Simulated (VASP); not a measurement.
Set up this calculation in VASP 6.6.1, as the native input.

* Task: single point
* Functional: PBE
* Potentials or basis: VASP PAW PBE potentials, release 64 (B, As)
* Cutoff: 520 eV
* k mesh: 10 × 10 × 10
* Occupations: gaussian, width 0.02 eV
* Spin: no spin polarisation
* Dipole correction: no
* Further INCAR settings: ALGO = Normal; EDIFF = 1e-06; NBANDS = 11

The structure of BAs lies in POSCAR:

```
BAs
1.0
    0.0000000000      2.4515684729      2.4515684729
    2.4515684729      0.0000000000      2.4515684729
    2.4515684729      2.4515684729      0.0000000000
B As
1 1
Direct
    0.0000000000      0.0000000000      0.0000000000
    0.2500000000      0.2500000000      0.2500000000
```

This cell differs from its parent crystal: volume scaled by 1.06.

The input as run:

INCAR

```
SYSTEM = BAs
ALGO = Normal ; EDIFF = 1E-6
ENCUT = 520 ; GGA = PE
ISIF = 2 ; ISMEAR = 0
LASPH = .True. ; LCHARG = .False.
LREAL = .False. ; LWAVE = .False.
NBANDS = 11 ; NELM = 100
PREC = Accurate ; SIGMA = 0.02
```

KPOINTS

```
k-points
0
Gamma
  10 10 10
  0 0 0
```

Potentials or basis: VASP PAW PBE potentials, release 64 (B, As).

Command:

```bash
$ cat potpaw_PBE.64/B/POTCAR potpaw_PBE.64/As/POTCAR > POTCAR
$ mpirun -np 1 vasp_std > vasp.out
```

It gave:

```json
{
  "Pressure": "-6.3 GPa",
  "Band gap on the k mesh": "1.25 eV, indirect (least direct gap 3.18 eV)"
}
```

Wall time 10 s on 1 thread of Intel(R) Xeon(R) Platinum 8488C (Sapphire Rapids) (shared host), peak memory 0.16 GiB.
